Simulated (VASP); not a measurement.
AlN: single point with HSE06

AlN:

```
Al N
1.0
     0.00000    2.02896    2.01119
     2.02896    0.00000    2.01119
     2.02896    2.02896    0.00000
Al N
1 1
Direct
  0.00000 0.00000 0.00000
  0.50000 0.50000 0.50000
```

This cell differs from its parent crystal: epitaxial xy strain +0.5%.

- Program: VASP 6.6.1
- Task: single point
- Functional: HSE06
- Potentials or basis: VASP PAW PBE potentials, release 64 (Al, N)
- Cutoff: 520 eV
- k mesh: 8 × 8 × 8
- Occupations: gaussian, width 0.01 eV
- Spin: no spin polarisation

| Quantity | Value |
| --- | --- |
| Pressure | -3.1 GPa |
| Band gap on the k mesh | 5.87 eV (least direct gap 7.14 eV) |

Stress tensor (GPa, compression positive):
```
-3.90  0.00  0.00
 0.00 -3.90  0.00
 0.00  0.00 -1.46
```

Levels at points of the mesh, in eV from the valence-band top:
| k point | band 1 | band 2 | band 3 | band 4 | band 5 | band 6 | band 7 | band 8 |
| --- | --- | --- | --- | --- | --- | --- | --- | --- |
| (0.00, 0.00, 0.00) | -19.23 | -0.08 | 0.00 | 0.00 | 7.14 | 13.73 | 13.73 | 13.85 |
| (0.50, 0.00, 0.00) | -15.76 | -9.01 | -1.20 | -1.17 | 7.49 | 12.44 | 12.66 | 15.46 |
| (0.50, 0.50, 0.00) | -14.66 | -8.00 | -3.12 | -3.12 | 5.87 | 6.53 | 16.26 | 19.36 |
| (0.50, 0.00, 0.50) | -14.74 | -8.04 | -3.11 | -2.99 | 5.95 | 6.62 | 16.15 | 19.30 |

Wall time 39 min on 1 thread of Intel(R) Xeon(R) Platinum 8259CL CPU @ 2.50GHz (Skylake/Cascade Lake) (shared host), peak memory 0.26 GiB.

Caveat: the cell differs from its parent crystal (epitaxial xy strain +0.5%); the cell stands under tension; the PAW data sets were made with another functional, which shifts forces and pressure a little. A k mesh can miss the band edges.
